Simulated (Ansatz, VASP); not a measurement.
# Two plane-wave programs on Si7Mo

```
CELL_PARAMETERS angstrom
3.90882 0.00000 0.00000
-1.95441 3.38514 0.00000
0.00000 0.00000 9.75804
ATOMIC_POSITIONS crystal
Si 0.33333 0.66667 0.23588
Si 0.33333 0.66667 0.76412
Si 0.66667 0.33333 0.62243
Si 0.66667 0.33333 0.37757
Si 0.66667 0.33333 0.00000
Si 0.00000 0.00000 0.12843
Si 0.00000 0.00000 0.87157
Mo 0.33333 0.66667 0.50000
```

Alike in both runs: functional PBE; k mesh 4 × 4 × 2; occupations gaussian, width 0.2 eV; no spin polarisation.

Ansatz relaxed the structure, and its values are those at the end. VASP's run is a single point on that final structure, the one shown.

|  | VASP | Ansatz |
| --- | --- | --- |
| version | VASP 6.6.1 | Ansatz 0.2.0 |
| potentials or method | VASP PAW PBE potentials, release 64 (Si, Mo_sv), cutoff 520 eV | scalar-relativistic, plane waves, PAW |
| valence electrons in the cell | 42 | 42 |

```csv
,VASP,Ansatz,Ansatz less VASP
gap on the k mesh at the Fermi level (eV),none,none,-
pressure (GPa),0.0,0.0,+0.02
rms of the force components (eV/Å),0.017,0.015,-0.0027
```

A gap of «none» marks a metal or a gap that the smearing closes. With one functional, cell and mesh, what is left measures potentials, basis and numerics.

The k mesh is coarse, so the values compare programs but aren't converged.
